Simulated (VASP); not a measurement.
# ZrC in VASP: a series of runs

Runs on ZrC. Level: PBEsol. Tasks: single point.

Everything below comes from runs of VASP 6.6.1. Logs are shortened: lines on timing, memory, paths and dates and some standing lists are left out, and cuts for length are marked.

### 1 The cell of the first run

The structure is tetragonal, space group I4/mmm (No. 139). Conventional cell: a = 3.423 Å, b = 3.423 Å, c = 4.700 Å, α = 90.00°, β = 90.00°, γ = 90.00°. Within 3.1 Å of Zr (site symmetry 4/mmm) lie 6 C at 2.35 to 2.42 Å. Within 3.1 Å of C (site symmetry 4/mmm) lie 6 Zr at 2.35 to 2.42 Å.

### 2 Single point, PBEsol (strain +0.030 along x and y, +0.000 along z)

Input file INCAR:

```
PREC = Accurate ; ENCUT = 520
EDIFF = 1E-6 ; ISMEAR = 0
SIGMA = 0.15 ; LREAL = False
LASPH = True ; NELM = 100
ALGO = Normal ; ISIF = 2
LWAVE = False ; LCHARG = True
GGA = PS ; LELF = True
LVHAR = True ; NBANDS = 15
```

Input file KPOINTS:

```
Automatic mesh
0
Gamma
  18 18 18
```

Input file POSCAR:

```
ZrC
1.0
    0.0000000000      2.4207163000      2.3502100000
    2.4207163000      0.0000000000      2.3502100000
    2.4207163000      2.4207163000      0.0000000000
Zr C
1 1
Direct
    0.5000000000      0.5000000000      0.5000000000
    0.0000000000      0.0000000000      0.0000000000
```

Potentials or basis: VASP PAW PBE potentials, release 64 (Zr_sv, C).

Launch:

```console
$ cat potpaw_PBE.64/Zr_sv/POTCAR potpaw_PBE.64/C/POTCAR > POTCAR
$ mpirun -np 1 vasp_std > vasp.out
```

OUTCAR:

```text
PREC = Accurate
   ENCUT = 520
   EDIFF = 1E-6
   ISMEAR = 0
   LREAL = False
   LASPH = True
   NELM = 100
   ISIF = 2
   GGA = PS

 ion  position               nearest neighbor table
   1  0.500  0.500  0.500-   2 2.35   2 2.35   2 2.42   2 2.42   2 2.42   2 2.42
   2  0.000  0.000  0.000-   1 2.35   1 2.35   1 2.42   1 2.42   1 2.42   1 2.42

  LATTYP: Found a body centered tetragonal cell.
 ALAT       =     3.4234098221
 C/A-ratio  =     1.3730228761

  Lattice vectors:

 A1 = (   0.0000000000,  -2.4207163000,  -2.3502100000)
 A2 = (   0.0000000000,   2.4207163000,  -2.3502100000)
 A3 = (   2.4207163000,   0.0000000000,   2.3502100000)

Analysis of symmetry for initial positions (statically):
=====================================================================
 Subroutine PRICEL returns:
 Original cell was already a primitive cell.

 Routine SETGRP: Setting up the symmetry group for a
 body centered tetragonal supercell.

 Subroutine GETGRP returns: Found 16 space group operations
 (whereof 16 operations were pure point group operations)
 out of a pool of 16 trial point group operations.

The static configuration has the point symmetry D_4h.

Analysis of symmetry for dynamics (positions and initial velocities):
=====================================================================
 Subroutine PRICEL returns:
 Original cell was already a primitive cell.

 Routine SETGRP: Setting up the symmetry group for a
 body centered tetragonal supercell.

 Subroutine GETGRP returns: Found 16 space group operations
 (whereof 16 operations were pure point group operations)
 out of a pool of 16 trial point group operations.

The dynamic configuration has the point symmetry D_4h.

 Subroutine INISYM returns: Found 16 space group operations
 (whereof 16 operations are pure point group operations),
 and found     1 'primitive' translations

----------------------------------------------------------------------------------------

                                     Primitive cell

  volume of cell :      27.5438

  direct lattice vectors                    reciprocal lattice vectors
     0.000000000  2.420716300  2.350210000    -0.206550433  0.206550433  0.212746946
     2.420716300  0.000000000  2.350210000     0.206550433 -0.206550433  0.212746946
     2.420716300  2.420716300  0.000000000     0.206550433  0.206550433 -0.212746946

  length of vectors
     3.373922709  3.373922709  3.423409822     0.361368822  0.361368822  0.361368822

  position of ions in fractional coordinates (direct lattice)
[... 91 lines left out ...]
   NUPDOWN=      -1.0000    fix difference up-down
   EMIN   =  10.00;   EMAX   =-10.00  energy-range for DOS
   EFERMI =   0.00;   METHOD = LEGACY
   ISMEAR =     0;   SIGMA  =   0.15  broadening in eV -4-tet -1-fermi 0-gaus
   EFERMI_NEDOS =   21; number of points for ismear=-14 and -15
   IALGO  =     38    algorithm
   IMIX   =      4    mixing-type and parameters
     AMIX     =   0.40;   BMIX     =  1.00
     AMIX_MAG =   1.60;   BMIX_MAG =  1.00
  volume/ion in A,a.u.               =      13.77        92.94
  Fermi-wavevector in a.u.,A,eV,Ry     =   1.365966  2.581302 25.386623  1.865864
  Thomas-Fermi vector in A             =   2.492148
   LORBIT       =      0    0 simple, 1 ext, 2 COOP (PROOUT), +10 PAW based schemes
   GGA     = PS    functional components
   LHFCALC =     F    Hartree Fock is set to
   AEXX    =    0.0000 exact exchange contribution
   IVDW    =     0    specifies the selected vdW correction
   LEPSILON=     F    determine dielectric tensor
   LRPA    =     F    only Hartree local field effects (RPA)
 non-spin polarized calculation
 Gauss-broadening in eV      SIGMA  =   0.15
  energy-cutoff  :      520.00
  volume of cell :       27.54
 maximum number of plane-waves:       754
 NGX is ok and might be reduce to    28
   NGX = 13   NGY = 13   NGZ = 13

 number of electron      16.0000000 magnetization

 Free energy of the ion-electron system (eV)
  ---------------------------------------------------
  ext. energy  EPLUGINS =         0.00000000
  ---------------------------------------------------
  free energy    TOTEN  =       -20.45477206 eV

  energy without entropy =      -20.45115387  energy(sigma->0) =      -20.45296297

 E-fermi :   8.8350     XC(G=0): -11.9899

 val. band max:        8.8296925942   @ k =   0.3889  -0.0000   0.3333
 cond. band min:       8.8410549068   @ k =   0.5000   0.0000   0.5000
 fundamental gap:      0.0113623126
 Fermi energy:         8.8349814315

 k-point     1 :       0.0000    0.0000    0.0000
  band No.  band energies     occupation
      1     -39.3745      2.00000
      2     -17.1583      2.00000
      3     -17.1583      2.00000
      4     -17.1322      2.00000
      5      -2.2426      2.00000
      6       9.7203      0.00000
      7       9.7203      0.00000
      8       9.7762      0.00000
      9       9.7762      0.00000
     10       9.8516      0.00000
     11      10.0437      0.00000
     12      11.3059      0.00000
     13      11.5645      0.00000
     14      15.5302      0.00000
[... 401 lines left out ...]
      2     -17.4873      2.00000
      3     -17.1895      2.00000
      4     -17.1889      2.00000
      5      -1.1467      2.00000
      6       6.2397      2.00000
      7       7.1010      2.00000
      8       7.4954      2.00000
      9      10.8618      0.00000
     10      11.2114      0.00000
     11      11.8003      0.00000
     12      14.6899      0.00000
     13      15.3695      0.00000
     14      17.2652      0.00000
     15      21.4315      0.00000

 [... further k-points ...]

------------------------ aborting loop because EDIFF is reached ----------------------------------------

  FORCE on cell =-STRESS in cart. coord.  units (eV):
  Direction    XX          YY          ZZ          XY          YZ          ZX
  --------------------------------------------------------------------------------------
  -------------------------------------------------------------------------------------
  Total       -3.1124658     -3.1124658     -1.6702666      0.0000000      0.0000000     -0.0000000
  in kB     -181.0467446   -181.0467446    -97.1565149      0.0000000      0.0000000     -0.0000000
  external PRESSURE =    -153.0833347 kB  Pullay stress =       0.0000000 kB

 VOLUME and BASIS-vectors are now :
 -----------------------------------------------------------------------------
  energy-cutoff  :      520.00
  volume of cell :       27.54
      direct lattice vectors                 reciprocal lattice vectors
     0.000000000  2.420716300  2.350210000    -0.206550433  0.206550433  0.212746946
     2.420716300  0.000000000  2.350210000     0.206550433 -0.206550433  0.212746946
     2.420716300  2.420716300  0.000000000     0.206550433  0.206550433 -0.212746946

 POSITION                                       TOTAL-FORCE (eV/Angst)
 -----------------------------------------------------------------------------------
      2.42072      2.42072      2.35021        -0.000000      0.000000      0.000000
      0.00000      0.00000      0.00000         0.000000     -0.000000     -0.000000
 -----------------------------------------------------------------------------------
    total drift:                                0.000000      0.000000      0.000000

  FREE ENERGIE OF THE ION-ELECTRON SYSTEM (eV)
  ---------------------------------------------------
  free  energy   TOTEN  =       -20.4547720593 eV

  energy  without entropy=      -20.4511538738  energy(sigma->0) =      -20.45296297
```

Run time: 88 s. Hardware: 1 thread of Intel Xeon 6975P-C (Granite Rapids), shared host; peak memory 0.32 GiB.

Results:

| Property | Result |
| --- | --- |
| Free energy | -20.4548 eV |
| Pressure | -15.3 GPa |
| Band gap on the k mesh | zero (band 8 reaches 9.78 eV, above the bottom of band 9 at 8.31 eV) |

Caveat: the cell differs from its parent crystal (strain +0.030 along x and y, +0.000 along z); the PAW data sets were made with another functional, which shifts forces and pressure a little.

### 3 Single point, PBEsol (strain -0.030 along x and y, -0.030 along z)

Input file INCAR:

```
SYSTEM = ZrC
PREC = Accurate
ENCUT = 520
EDIFF = 1E-7
ISMEAR = 0
SIGMA = 0.15
LREAL = .FALSE.
LASPH = .TRUE.
NELM = 100
ALGO = Normal
ISIF = 2
LWAVE = .FALSE.
LCHARG = .TRUE.
GGA = PS
LELF = .TRUE.
LVHAR = .TRUE.
NBANDS = 15
```

Input file KPOINTS:

```
regular mesh
0
G
  18 18 18
  0 0 0
```

Input file POSCAR:

```
ZrC
1.0
    0.0000000000      2.2797037000      2.2797037000
    2.2797037000      0.0000000000      2.2797037000
    2.2797037000      2.2797037000      0.0000000000
Zr C
1 1
Direct
    0.5000000000      0.5000000000      0.5000000000
    0.0000000000      0.0000000000      0.0000000000
```

Potentials or basis: VASP PAW PBE potentials, release 64 (Zr_sv, C).

Launch:

```console
$ cat potpaw_PBE.64/Zr_sv/POTCAR potpaw_PBE.64/C/POTCAR > POTCAR
$ mpirun -np 1 vasp_std > vasp.out
```

OUTCAR:

```text
SYSTEM = ZrC
   PREC = Accurate
   ENCUT = 520
   EDIFF = 1E-7
   ISMEAR = 0
   LREAL = .FALSE.
   LASPH = .TRUE.
   NELM = 100
   ISIF = 2
   GGA = PS

 ion  position               nearest neighbor table
   1  0.500  0.500  0.500-   2 2.28   2 2.28   2 2.28   2 2.28   2 2.28   2 2.28
   2  0.000  0.000  0.000-   1 2.28   1 2.28   1 2.28   1 2.28   1 2.28   1 2.28

  LATTYP: Found a face centered cubic cell.
 ALAT       =     4.5594074000

  Lattice vectors:

 A1 = (   0.0000000000,   2.2797037000,   2.2797037000)
 A2 = (   2.2797037000,   0.0000000000,   2.2797037000)
 A3 = (   2.2797037000,   2.2797037000,   0.0000000000)

Analysis of symmetry for initial positions (statically):
=====================================================================
 Subroutine PRICEL returns:
 Original cell was already a primitive cell.

 Routine SETGRP: Setting up the symmetry group for a
 face centered cubic supercell.

 Subroutine GETGRP returns: Found 48 space group operations
 (whereof 48 operations were pure point group operations)
 out of a pool of 48 trial point group operations.

The static configuration has the point symmetry O_h .

Analysis of symmetry for dynamics (positions and initial velocities):
[... 165 lines left out ...]

 k-point     1 :       0.0000    0.0000    0.0000
  band No.  band energies     occupation
      1     -37.0549      2.00000
      2     -14.7196      2.00000
      3     -14.7196      2.00000
      4     -14.7196      2.00000
      5      -1.0069      2.00000
      6      11.5534      0.00000
      7      11.5534      0.00000
      8      11.5534      0.00000
      9      11.6563      0.00000
     10      11.6563      0.00000
     11      11.6563      0.00000
     12      13.6494      0.00000
     13      13.6494      0.00000
     14      18.9561      0.00000
[... 401 lines left out ...]
      2     -15.3190      2.00000
      3     -14.8130      2.00000
      4     -14.7535      2.00000
      5       0.4087      2.00000
      6       7.7074      2.00000
      7       8.5078      2.00000
      8       8.8723      2.00000
      9      12.9135      0.00000
     10      13.2848      0.00000
     11      13.9901      0.00000
     12      17.1407      0.00000
     13      18.5267      0.00000
     14      20.6881      0.00000
     15      24.3399      0.00000

 [... further k-points ...]
[... 5 lines left out ...]
  --------------------------------------------------------------------------------------
  -------------------------------------------------------------------------------------
  Total        2.9384888      2.9384888      2.9384888      0.0000000      0.0000000     -0.0000000
  in kB      198.6869854    198.6869854    198.6869854      0.0000000      0.0000000     -0.0000000
  external PRESSURE =     198.6869854 kB  Pullay stress =       0.0000000 kB

 VOLUME and BASIS-vectors are now :
 -----------------------------------------------------------------------------
  energy-cutoff  :      520.00
  volume of cell :       23.70
      direct lattice vectors                 reciprocal lattice vectors
     0.000000000  2.279703700  2.279703700    -0.219326748  0.219326748  0.219326748
     2.279703700  0.000000000  2.279703700     0.219326748 -0.219326748  0.219326748
     2.279703700  2.279703700  0.000000000     0.219326748  0.219326748 -0.219326748

 POSITION                                       TOTAL-FORCE (eV/Angst)
 -----------------------------------------------------------------------------------
      2.27970      2.27970      2.27970         0.000000     -0.000000      0.000000
      0.00000      0.00000      0.00000        -0.000000      0.000000     -0.000000
 -----------------------------------------------------------------------------------
    total drift:                                0.000000     -0.000000      0.000000

  FREE ENERGIE OF THE ION-ELECTRON SYSTEM (eV)
  ---------------------------------------------------
  free  energy   TOTEN  =       -20.4689307267 eV

  energy  without entropy=      -20.4655099875  energy(sigma->0) =      -20.46722036
```

It took 20 s on 1 thread of Intel Xeon 6975P-C (Granite Rapids), shared host; peak memory 0.19 GiB.

Results:

```
Free energy            : -20.4689 eV
Pressure               : 19.9 GPa
Band gap on the k mesh : zero (band 8 reaches 11.55 eV, above the bottom of band 9 at 10.19 eV)
```

Caveat: the cell differs from its parent crystal (strain -0.030 along x and y, -0.030 along z); the PAW data sets were made with another functional, which shifts forces and pressure a little.

### 4 Single point, PBEsol (strain -0.015 along x and y, -0.015 along z)

Input file INCAR:

```
PREC     = Accurate       # precision mode
ENCUT    = 520            # plane-wave cutoff, eV
EDIFF    = 1E-7           # SCF threshold, eV
ISMEAR   = 0              # smearing method
SIGMA    = 0.15           # smearing width, eV
LREAL    = F              # projectors in reciprocal space
LASPH    = T              # aspherical terms in the spheres
NELM     = 60             # most SCF steps
ALGO     = Normal         # electronic algorithm
ISIF     = 2              # what is computed and relaxed
LWAVE    = F              # write WAVECAR
LCHARG   = F              # write CHGCAR
GGA      = PS             # functional
NBANDS   = 15             # bands
```

Input file KPOINTS:

```
Automatic mesh
0
Gamma
  18 18 18
```

Input file POSCAR:

```
ZrC
1.0
    0.0000000000      2.3149568500      2.3149568500
    2.3149568500      0.0000000000      2.3149568500
    2.3149568500      2.3149568500      0.0000000000
Zr C
1 1
Direct
    0.5000000000      0.5000000000      0.5000000000
    0.0000000000      0.0000000000      0.0000000000
```

Launch:

```console
$ cat potpaw_PBE.64/Zr_sv/POTCAR potpaw_PBE.64/C/POTCAR > POTCAR
$ mpirun -np 1 vasp_std > vasp.out
```

Run time: 21 s. Hardware: 1 thread of Intel Xeon 6975P-C (Granite Rapids), shared host; peak memory 0.19 GiB.

It converged, with:

- Free energy: -20.5604 eV
- Pressure: 6.7 GPa
- Band gap on the k mesh: zero (band 8 reaches 10.99 eV, above the bottom of band 9 at 9.65 eV)

Levels at points of the mesh, in eV from the Fermi level:
| k point | band 5 | band 6 | band 7 | band 8 | band 9 | band 10 | band 11 | band 12 |
| --- | --- | --- | --- | --- | --- | --- | --- | --- |
| (0.00, 0.00, 0.00) | -11.45 | 0.95 | 0.95 | 0.95 | 1.06 | 1.06 | 1.06 | 2.93 |
| (0.50, 0.00, 0.00) | -8.09 | -5.52 | -3.11 | -3.11 | 4.74 | 4.74 | 5.61 | 6.67 |
| (0.50, 0.50, 0.00) | -10.30 | -1.99 | -1.98 | 0.11 | 0.11 | 4.70 | 6.00 | 6.00 |

Caveat: the cell differs from its parent crystal (strain -0.015 along x and y, -0.015 along z); the PAW data sets were made with another functional, which shifts forces and pressure a little.

### 5 Single point, PBEsol (strain +0.015 along x and y, +0.015 along z)

Input file INCAR:

```
SYSTEM = ZrC
ALGO = Normal
EDIFF = 1E-6
ENCUT = 520
GGA = PS
ISIF = 2
ISMEAR = 0
LASPH = .TRUE.
LCHARG = .FALSE.
LREAL = .FALSE.
LWAVE = .FALSE.
NBANDS = 15
NELM = 80
PREC = Accurate
SIGMA = 0.15
```

Input file KPOINTS:

```
k-points
0
G
  18 18 18
  0 0 0
```

Input file POSCAR:

```
ZrC
1.0
    0.0000000000      2.3854631500      2.3854631500
    2.3854631500      0.0000000000      2.3854631500
    2.3854631500      2.3854631500      0.0000000000
Zr C
1 1
Direct
    0.5000000000      0.5000000000      0.5000000000
    0.0000000000      0.0000000000      0.0000000000
```

Launch:

```console
$ cat potpaw_PBE.64/Zr_sv/POTCAR potpaw_PBE.64/C/POTCAR > POTCAR
$ mpirun -np 1 vasp_std > vasp.out
```

It took 36 s on 1 thread of Intel Xeon 6975P-C (Granite Rapids), shared host; peak memory 0.21 GiB.

It converged, with:

| Quantity | Value |
| --- | --- |
| Free energy | -20.5040 eV |
| Pressure | -13.1 GPa |
| Band gap on the k mesh | zero (band 8 reaches 9.93 eV, above the bottom of band 9 at 8.63 eV) |

Levels at points of the mesh, in eV from the Fermi level:
```
           k point  band 5  band 6  band 7  band 8  band 9  band 10  band 11  band 12
(0.00, 0.00, 0.00)  -11.13    0.94    0.94    0.94    1.03     1.03     1.03     2.67
(0.50, 0.00, 0.00)   -8.22   -5.17   -2.80   -2.80    4.26     4.26     5.05     6.27
(0.50, 0.50, 0.00)   -9.92   -2.13   -1.68    0.02    0.02     4.22     5.35     5.35
```

Caveat: the cell differs from its parent crystal (strain +0.015 along x and y, +0.015 along z); the PAW data sets were made with another functional, which shifts forces and pressure a little.

### 6 The runs side by side

```csv
cell,gap on the mesh (eV),pressure (GPa)
"a = 3.374, b = 3.374, c = 3.423 Å, angles 59.5, 59.5, 61.0°, 2 atoms",none,-15.3
"a = 3.224 Å, angles 60.0°, 2 atoms",none,19.9
"a = 3.274 Å, angles 60.0°, 2 atoms",none,6.7
"a = 3.374 Å, angles 60.0°, 2 atoms",none,-13.1
```

Alike in all rows: task single point; level PBEsol; potentials or basis VASP PAW PBE potentials, release 64 (Zr_sv, C); no spin polarisation; k mesh 18 × 18 × 18; cutoff (eV) 520; smearing gaussian 0.15 eV.

Caveats: the PAW data sets were made with another functional, which shifts forces and pressure a little.

Absolute energies hang on the potentials; compare differences alone.
